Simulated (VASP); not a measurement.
# PrH2Ir (P6/mmm) in VASP: a series of runs

PrH2Ir is run at these levels: PBE; tasks: single point.

Program: VASP 6.6.1. These are calculated values, not measurements. Logs are shortened: lines on timing, memory, paths and dates and some standing lists are left out, and cuts for length are marked.

## Step 1: The cell of the first run

It takes space group P6/mmm (No. 191, hexagonal). The conventional cell has a = 3.794 Å, b = 3.794 Å, c = 5.690 Å, α = 90.00°, β = 90.00°, γ = 120.00°. Within 2.9 Å of Pr (site symmetry 6/mmm) lie 6 H at 2.19 Å and 2 Ir at 2.84 Å. H (site symmetry -6m2) has 3 H at 2.19 Å and 3 Pr at 2.19 Å within 2.9 Å. Ir (site symmetry 6/mmm) has 2 Pr at 2.84 Å and 12 H at 3.59 Å and 6 Ir at 3.79 Å within 3.8 Å.

The cell was built from a structure type or drawn by symmetry, and may not be a known phase.

## Step 2: Single point, PBE, collinear spin

INCAR

```
SYSTEM = PrH2Ir
PREC = Accurate
ENCUT = 520
EDIFF = 1E-6
ISMEAR = 0
SIGMA = 0.1
LREAL = .False.
LASPH = .True.
NELM = 150
ALGO = Normal
ISIF = 2
LWAVE = .False.
LCHARG = .False.
ISPIN = 2
MAGMOM = 0 0 0 1
LORBIT = 11
LMAXMIX = 6
GGA = PE
NBANDS = 24
```

KPOINTS

```
Automatic mesh
0
Gamma
  6 6 4
  0 0 0
```

POSCAR

```
PrH2Ir
1.0
    3.7940111530      0.0000000000      0.0000000000
   -1.8970055765      3.2857100407      0.0000000000
    0.0000000000      0.0000000000      5.6895941080
Pr H Ir
1 2 1
Direct
    0.0000000000      0.0000000000      0.5000000000
    0.3333333333      0.6666666667      0.5000000000
    0.6666666667      0.3333333333      0.5000000000
    0.0000000000      0.0000000000      0.0000000000
```

Potentials or basis: VASP PAW PBE potentials, release 64 (Pr, H, Ir).

Command:

```
> cat potpaw_PBE.64/Pr/POTCAR potpaw_PBE.64/H/POTCAR potpaw_PBE.64/Ir/POTCAR > POTCAR
> mpirun -np 1 vasp_std > vasp.out
```

OUTCAR:

```text
SYSTEM = PrH2Ir
   PREC = Accurate
   ENCUT = 520
   EDIFF = 1E-6
   ISMEAR = 0
   LREAL = .False.
   LASPH = .True.
   NELM = 150
   ISIF = 2
   ISPIN = 2
   LORBIT = 11
   GGA = PE

 ion  position               nearest neighbor table
   1  0.000  0.000  0.500-   2 2.19   3 2.19   2 2.19   3 2.19   3 2.19   2 2.19   4 2.84   4 2.84

   2  0.333  0.667  0.500-   1 2.19   1 2.19   1 2.19
   3  0.667  0.333  0.500-   1 2.19   1 2.19   1 2.19
   4  0.000  0.000  0.000-   1 2.84   1 2.84

  LATTYP: Found a hexagonal cell.
 ALAT       =     3.7940111530
 C/A-ratio  =     1.4996250350

  Lattice vectors:

 A1 = (   3.7940111530,   0.0000000000,   0.0000000000)
 A2 = (  -1.8970055765,   3.2857100407,   0.0000000000)
 A3 = (   0.0000000000,   0.0000000000,   5.6895941080)

Analysis of symmetry for initial positions (statically):
=====================================================================
 Subroutine PRICEL returns:
 Original cell was already a primitive cell.

 Routine SETGRP: Setting up the symmetry group for a
 hexagonal supercell.

 Subroutine GETGRP returns: Found 24 space group operations
 (whereof 24 operations were pure point group operations)
 out of a pool of 24 trial point group operations.

The static configuration has the point symmetry D_6h.

Analysis of symmetry for dynamics (positions and initial velocities):
=====================================================================
 Subroutine PRICEL returns:
 Original cell was already a primitive cell.

 Routine SETGRP: Setting up the symmetry group for a
 hexagonal supercell.

 Subroutine GETGRP returns: Found 24 space group operations
 (whereof 24 operations were pure point group operations)
 out of a pool of 24 trial point group operations.

The dynamic configuration has the point symmetry D_6h.

Analysis of structural, dynamic, and magnetic symmetry:
=====================================================================
 Subroutine PRICEL returns:
 Original cell was already a primitive cell.

 Routine SETGRP: Setting up the symmetry group for a
 hexagonal supercell.

 Subroutine GETGRP returns: Found 24 space group operations
 (whereof 24 operations were pure point group operations)
 out of a pool of 24 trial point group operations.

The overall configuration has the point symmetry D_6h.

 Subroutine INISYM returns: Found 24 space group operations
 (whereof 24 operations are pure point group operations),
 and found     1 'primitive' translations

----------------------------------------------------------------------------------------

                                     Primitive cell

  volume of cell :      70.9266

  direct lattice vectors                    reciprocal lattice vectors
     3.794011153  0.000000000  0.000000000     0.263573290  0.152174110  0.000000000
    -1.897005577  3.285710041  0.000000000     0.000000000  0.304348219  0.000000000
     0.000000000  0.000000000  5.689594108     0.000000000  0.000000000  0.175759462

  length of vectors
     3.794011153  3.794011153  5.689594108     0.304348219  0.304348219  0.175759462

  position of ions in fractional coordinates (direct lattice)
     0.000000000  0.000000000  0.500000000
     0.333333333  0.666666667  0.500000000
     0.666666667  0.333333333  0.500000000
     0.000000000  0.000000000  0.000000000

  ion indices of the primitive-cell ions
   primitive index   ion index
                 1           1
                 2           2
                 3           3
                 4           4

----------------------------------------------------------------------------------------

 KPOINTS: Automatic mesh

Automatic generation of k-mesh.
 Grid dimensions read from file:
 generate k-points for:    6    6    4

 Generating k-lattice:

  Cartesian coordinates                     Fractional coordinates (reciprocal lattice)
     0.043928882  0.025362352  0.000000000     0.166666667  0.000000000  0.000000000
     0.000000000  0.050724703  0.000000000     0.000000000  0.166666667  0.000000000
     0.000000000  0.000000000  0.043939866     0.000000000  0.000000000  0.250000000

  Length of vectors
     0.050724703  0.050724703  0.043939866

  Shift w.r.t. Gamma in fractional coordinates (k-lattice)
     0.000000000  0.000000000  0.000000000

 Subroutine IBZKPT returns following result:
 ===========================================

 Found     21 irreducible k-points:

 Following reciprocal coordinates:
            Coordinates               Weight
  0.000000  0.000000  0.000000      1.000000
  0.166667  0.000000  0.000000      6.000000
  0.333333 -0.000000  0.000000      6.000000
  0.500000  0.000000  0.000000      3.000000
  0.166667  0.166667  0.000000      6.000000
  0.333333  0.166667  0.000000     12.000000
[... 13 lines left out ...]
  0.333333  0.166667  0.500000     12.000000
  0.333333  0.333333  0.500000      2.000000
   k-points           NKPTS =     21   k-points in BZ     NKDIM =     21   number of bands    NBANDS=     24
   number of dos      NEDOS =    301   number of ions     NIONS =      4
   total plane-waves  NPLWV =  32928
   dimension x,y,z NGX =    28 NGY =   28 NGZ =   42
   dimension x,y,z NGXF=    56 NGYF=   56 NGZF=   84
   ions per type =               1   2   1
   NGX,Y,Z   is equivalent  to a cutoff of  12.27, 12.27, 12.27 a.u.
   NGXF,Y,Z  is equivalent  to a cutoff of  24.54, 24.54, 24.54 a.u.
 SYSTEM =  PrH2Ir
   PREC   = accura    normal or accurate (medium, high low for compatibility)
   ISTART =      0    job   : 0-new  1-cont  2-samecut
   ICHARG =      2    charge: 1-file 2-atom 10-const
   ISPIN  =      2    spin polarized calculation?
   LNONCOLLINEAR =      F non collinear calculations
   LSORBIT =      F    spin-orbit coupling
   LASPH  =      T    aspherical Exc in radial PAW
   ENCUT  =  520.0 eV  38.22 Ry    6.18 a.u.   7.05  7.05 10.58*2*pi/ulx,y,z
   NELM   =    150;   NELMIN=  2; NELMDL= -5     # of ELM steps
   EDIFF  = 0.1E-05   stopping-criterion for ELM
   LREAL  =      F    real-space projection
   EDIFFG = 0.1E-04   stopping-criterion for IOM
   NSW    =      0    number of steps for IOM
   IBRION =     -1    ionic relax: 0-MD 1-quasi-New 2-CG
   NFREE  =      0    steps in history (QN), initial steepest desc. (CG)
   ISIF   =      2    stress and relaxation
   ISYM   =      2    0-nonsym 1-usesym 2-fastsym
   POTIM  = 0.5000    time-step for ionic-motion
   TEBEG  =    0.0;   TEEND  =   0.0 temperature during run
   PSTRESS=    0.0 pullay stress
   NELECT =      24.0000    total number of electrons
   NUPDOWN=      -1.0000    fix difference up-down
   EMIN   =  10.00;   EMAX   =-10.00  energy-range for DOS
   EFERMI =   0.00;   METHOD = LEGACY
   ISMEAR =     0;   SIGMA  =   0.10  broadening in eV -4-tet -1-fermi 0-gaus
   EFERMI_NEDOS =   21; number of points for ismear=-14 and -15
   IALGO  =     38    algorithm
   IMIX   =      4    mixing-type and parameters
     AMIX     =   0.40;   BMIX     =  1.00
     AMIX_MAG =   1.60;   BMIX_MAG =  1.00
  volume/ion in A,a.u.               =      17.73       119.66
  Fermi-wavevector in a.u.,A,eV,Ry     =   1.140798  2.155796 17.706905  1.301421
  Thomas-Fermi vector in A             =   2.277500
   LORBIT       =     11    0 simple, 1 ext, 2 COOP (PROOUT), +10 PAW based schemes
   GGA     = PE    functional components
   LHFCALC =     F    Hartree Fock is set to
   AEXX    =    0.0000 exact exchange contribution
   IVDW    =     0    specifies the selected vdW correction
   LEPSILON=     F    determine dielectric tensor
   LRPA    =     F    only Hartree local field effects (RPA)
 spin polarized calculation
 Gauss-broadening in eV      SIGMA  =   0.10
  energy-cutoff  :      520.00
  volume of cell :       70.93
 maximum number of plane-waves:      1932
   NGX = 15   NGY = 15   NGZ = 21

 number of electron      23.9999995 magnetization       0.0703990

 number of electron      23.9999996 magnetization      -0.0409584

 Free energy of the ion-electron system (eV)
  ---------------------------------------------------
  ext. energy  EPLUGINS =         0.00000000
  ---------------------------------------------------
  free energy    TOTEN  =       -19.10863093 eV

  energy without entropy =      -19.04624554  energy(sigma->0) =      -19.07743823

 E-fermi :   2.9415     XC(G=0):  -9.7280

 val. band max:        2.9200697097   @ k =   0.5000   0.0000   0.5000
 cond. band min:       2.9447647137   @ k =   0.5000   0.0000   0.2500
 fundamental gap:      0.0246950041
 Fermi energy:         2.9415281615

 spin component 1

 k-point     1 :       0.0000    0.0000    0.0000
  band No.  band energies     occupation
      1     -32.4127      1.00000
      2     -14.5823      1.00000
      3     -13.9034      1.00000
      4     -13.9034      1.00000
      5      -2.8040      1.00000
      6      -0.4024      1.00000
[... 16 lines left out ...]
     23       8.7557      0.00000
     24       8.7557      0.00000

 k-point     2 :       0.1667    0.0000    0.0000
  band No.  band energies     occupation
      1     -32.3922      1.00000
      2     -14.5569      1.00000
      3     -14.1667      1.00000
      4     -13.9483      1.00000
      5      -2.1147      1.00000
      6      -0.1269      1.00000
[... 16 lines left out ...]
     23       8.5927      0.00000
     24       8.7582      0.00000
[... 484 lines left out ...]
     23       9.2180      0.00000
     24       9.5171      0.00000

 k-point    21 :       0.3333    0.3333    0.5000
  band No.  band energies     occupation
      1     -32.3136      1.00000
      2     -14.5878      1.00000
      3     -14.5632      1.00000
      4     -14.5632      1.00000
      5       0.4410      1.00000
      6       0.4410      1.00000
[... 16 lines left out ...]
     23       9.1912      0.00000
     24       9.9260      0.00000
 Fermi energy:         2.9415281615

 spin component 2

 k-point     1 :       0.0000    0.0000    0.0000
  band No.  band energies     occupation
      1     -32.2212      1.00000
      2     -14.1783      1.00000
      3     -13.8823      1.00000
      4     -13.8823      1.00000
      5      -2.8034      1.00000
      6      -0.4375      1.00000
[... 16 lines left out ...]
     23       8.8952      0.00000
     24       8.8952      0.00000

 k-point     2 :       0.1667    0.0000    0.0000
  band No.  band energies     occupation
      1     -32.1999      1.00000
      2     -14.1515      1.00000
      3     -14.1485      1.00000
      4     -13.9278      1.00000
      5      -2.1140      1.00000
      6      -0.1641      1.00000
[... 16 lines left out ...]
     23       8.7262      0.00000
     24       8.8922      0.00000
[... 484 lines left out ...]
     23       9.2236      0.00000
     24       9.4900      0.00000

 k-point    21 :       0.3333    0.3333    0.5000
  band No.  band energies     occupation
      1     -32.1189      1.00000
      2     -14.5493      1.00000
      3     -14.5493      1.00000
      4     -14.1857      1.00000
      5       0.4263      1.00000
      6       0.4263      1.00000
[... 16 lines left out ...]
     23       9.2371      0.00000
     24       9.9254      0.00000

------------------------ aborting loop because EDIFF is reached ----------------------------------------

  FORCE on cell =-STRESS in cart. coord.  units (eV):
  Direction    XX          YY          ZZ          XY          YZ          ZX
  --------------------------------------------------------------------------------------
  -------------------------------------------------------------------------------------
  Total       -2.3985207     -2.3985207     -6.6281456      0.0000000      0.0000000      0.0000000
  in kB      -54.1807400    -54.1807400   -149.7247157      0.0000000      0.0000000      0.0000000
  external PRESSURE =     -86.0287319 kB  Pullay stress =       0.0000000 kB

 VOLUME and BASIS-vectors are now :
 -----------------------------------------------------------------------------
  energy-cutoff  :      520.00
  volume of cell :       70.93
      direct lattice vectors                 reciprocal lattice vectors
     3.794011153  0.000000000  0.000000000     0.263573290  0.152174110  0.000000000
    -1.897005577  3.285710041  0.000000000     0.000000000  0.304348219  0.000000000
     0.000000000  0.000000000  5.689594108     0.000000000  0.000000000  0.175759462

 POSITION                                       TOTAL-FORCE (eV/Angst)
 -----------------------------------------------------------------------------------
      0.00000      0.00000      2.84480         0.000000      0.000000      0.000000
     -0.00000      2.19047      2.84480        -0.000000     -0.000000      0.000000
      1.89701      1.09524      2.84480         0.000000      0.000000      0.000000
      0.00000      0.00000      0.00000        -0.000000      0.000000      0.000000
 -----------------------------------------------------------------------------------
    total drift:                               -0.000000      0.000000      0.000000

  FREE ENERGIE OF THE ION-ELECTRON SYSTEM (eV)
  ---------------------------------------------------
  free  energy   TOTEN  =       -19.1086309272 eV

  energy  without entropy=      -19.0462455385  energy(sigma->0) =      -19.07743823

 total charge

# of ion       s       p       d       f       tot
--------------------------------------------------
    1        1.959   5.344   0.618   1.958   9.879
    2        0.566   0.006   0.000   0.000   0.571
    3        0.566   0.006   0.000   0.000   0.571
    4        0.569   0.097   7.030   0.000   7.696
--------------------------------------------------
tot          3.659   5.452   7.648   1.958  18.717

 magnetization (x)

# of ion       s       p       d       f       tot
--------------------------------------------------
    1       -0.002  -0.012   0.014   0.382   0.382
    2       -0.006  -0.000   0.000   0.000  -0.006
    3       -0.006  -0.000   0.000   0.000  -0.006
    4       -0.002   0.007  -0.466   0.000  -0.461
--------------------------------------------------
tot         -0.017  -0.005  -0.452   0.382  -0.091
```

It took 1.7 min on 1 thread of Intel Xeon 6975P-C (Granite Rapids), shared host; peak memory 0.26 GiB.

Results:

```yaml
Free_energy: -19.1086 eV
Pressure: -8.6 GPa
Net_moment: -0.04 μB per cell
Site_moments: Pr +0.38; H -0.01; Ir -0.46 μB
Valence_electrons_inside_the_program's_atomic_spheres: Pr 9.88; H 0.57; Ir 7.70
```

Levels at points of the mesh, in eV from the Fermi level:
Spin up:
| k point | band 9 | band 10 | band 11 | band 12 | band 13 | band 14 | band 15 | band 16 |
| --- | --- | --- | --- | --- | --- | --- | --- | --- |
| (0.00, 0.00, 0.00) | -0.82 | -0.82 | -0.61 | -0.61 | -0.21 | 0.06 | 0.06 | 0.38 |
| (0.50, 0.00, 0.00) | -1.20 | -1.03 | -0.12 | 0.03 | 0.15 | 0.23 | 0.27 | 0.33 |
| (0.00, 0.00, 0.50) | -0.73 | -0.73 | -0.62 | -0.62 | 0.12 | 0.12 | 0.42 | 0.70 |
| (0.50, 0.00, 0.50) | -1.05 | -0.86 | -0.10 | 0.07 | 0.08 | 0.34 | 0.36 | 0.54 |
Spin down:
| k point | band 8 | band 9 | band 10 | band 11 | band 12 | band 13 | band 14 | band 15 | band 16 | band 17 |
| --- | --- | --- | --- | --- | --- | --- | --- | --- | --- | --- |
| (0.00, 0.00, 0.00) | -1.24 | -1.01 | -1.01 | -0.96 | -0.96 | 0.21 | 0.51 | 0.51 | 0.52 | 0.52 |
| (0.50, 0.00, 0.00) | -1.60 | -1.50 | -1.21 | -0.12 | -0.03 | 0.37 | 0.45 | 0.50 | 0.61 | 0.78 |
| (0.00, 0.00, 0.50) | -1.03 | -0.95 | -0.95 | -0.89 | -0.89 | 0.21 | 0.54 | 0.54 | 0.79 | 0.79 |
| (0.50, 0.00, 0.50) | -1.30 | -1.03 | -0.98 | -0.13 | -0.03 | -0.02 | 0.50 | 0.63 | 0.67 | 0.76 |

Caveat: the magnetic or orbital state may not be the lowest; the cell stands under tension; spin-orbit coupling is left out, which moves the levels of the heavy elements; semilocal functionals describe open f shells poorly, which spoils levels, moments and volumes.

## Step 3: Single point, PBE, collinear spin

This run uses another cell than the first one, of 17.98 Å³/atom.

INCAR

```
SYSTEM = PrH2Ir
PREC     = Accurate       ! precision mode
ENCUT    = 520            ! plane-wave cutoff, eV
EDIFF    = 1E-7           ! SCF threshold, eV
ISMEAR   = 0              ! smearing method
SIGMA    = 0.1            ! smearing width, eV
LREAL    = .FALSE.        ! projectors in reciprocal space
LASPH    = .TRUE.         ! aspherical terms in the spheres
NELM     = 150            ! most SCF steps
ALGO     = Normal         ! electronic algorithm
ISIF     = 2              ! what is computed and relaxed
LWAVE    = .FALSE.        ! write WAVECAR
LCHARG   = .FALSE.        ! write CHGCAR
ISPIN    = 2              ! spin polarisation
MAGMOM   = 0 0 0 1.01     ! initial moments
LORBIT   = 11             ! projections on sites
LMAXMIX  = 6              ! l up to which the mixer works
GGA      = PE             ! functional
NBANDS   = 24             ! bands
```

KPOINTS

```
Automatic mesh
0
G
  12 12 8
  0 0 0
```

POSCAR

```
PrH2Ir
1.0
    3.8251244211      0.0000000000      0.0000000000
   -1.9125622105      3.3126549213      0.0000000000
    0.0000000000      0.0000000000      5.6743101921
Pr H Ir
1 2 1
Direct
    0.0000000000      0.0000000000      0.5000000000
    0.3333333333      0.6666666667      0.5000000000
    0.6666666667      0.3333333333      0.5000000000
    0.0000000000      0.0000000000      0.0000000000
```

Potentials or basis: VASP PAW PBE potentials, release 64 (Pr, H, Ir).

Command:

```
> cat potpaw_PBE.64/Pr/POTCAR potpaw_PBE.64/H/POTCAR potpaw_PBE.64/Ir/POTCAR > POTCAR
> mpirun -np 1 vasp_std > vasp.out
```

Wall time 6.7 min (1 thread of Intel Xeon 6975P-C (Granite Rapids), shared host); peak memory 0.43 GiB.

Results (log left out):

```yaml
Free_energy: -19.0751 eV
Pressure: -9.0 GPa
Net_moment: -0.20 μB per cell
Site_moments: Pr +0.38; H -0.01; Ir -0.60 μB
Valence_electrons_inside_the_program's_atomic_spheres: Pr 9.87; H 0.57; Ir 7.70
```

Stress tensor (GPa, compression positive):
```
 -6.20   0.00   0.00
  0.00  -6.20   0.00
  0.00   0.00 -14.48
```

Levels at points of the mesh, in eV from the Fermi level:
Spin up:
| k point | band 9 | band 10 | band 11 | band 12 | band 13 | band 14 | band 15 | band 16 |
| --- | --- | --- | --- | --- | --- | --- | --- | --- |
| (0.00, 0.00, 0.00) | -0.84 | -0.84 | -0.55 | -0.55 | -0.21 | 0.06 | 0.06 | 0.37 |
| (0.50, 0.00, 0.00) | -1.10 | -1.04 | -0.11 | 0.04 | 0.14 | 0.23 | 0.30 | 0.33 |
| (0.00, 0.00, 0.50) | -0.74 | -0.74 | -0.56 | -0.56 | 0.13 | 0.13 | 0.45 | 0.71 |
| (0.50, 0.00, 0.50) | -1.05 | -0.86 | -0.04 | 0.08 | 0.08 | 0.34 | 0.38 | 0.55 |
Spin down:
| k point | band 9 | band 10 | band 11 | band 12 | band 13 | band 14 | band 15 | band 16 |
| --- | --- | --- | --- | --- | --- | --- | --- | --- |
| (0.00, 0.00, 0.00) | -1.07 | -1.07 | -1.02 | -1.02 | 0.19 | 0.51 | 0.51 | 0.52 |
| (0.50, 0.00, 0.00) | -1.51 | -1.26 | -0.22 | -0.03 | 0.37 | 0.45 | 0.49 | 0.60 |
| (0.00, 0.00, 0.50) | -1.01 | -1.01 | -0.95 | -0.95 | 0.19 | 0.54 | 0.54 | 0.79 |
| (0.50, 0.00, 0.50) | -1.08 | -1.00 | -0.23 | -0.03 | 0.02 | 0.50 | 0.62 | 0.67 |

Caveat: the magnetic or orbital state may not be the lowest; the cell stands under tension; spin-orbit coupling is left out, which moves the levels of the heavy elements; semilocal functionals describe open f shells poorly, which spoils levels, moments and volumes.
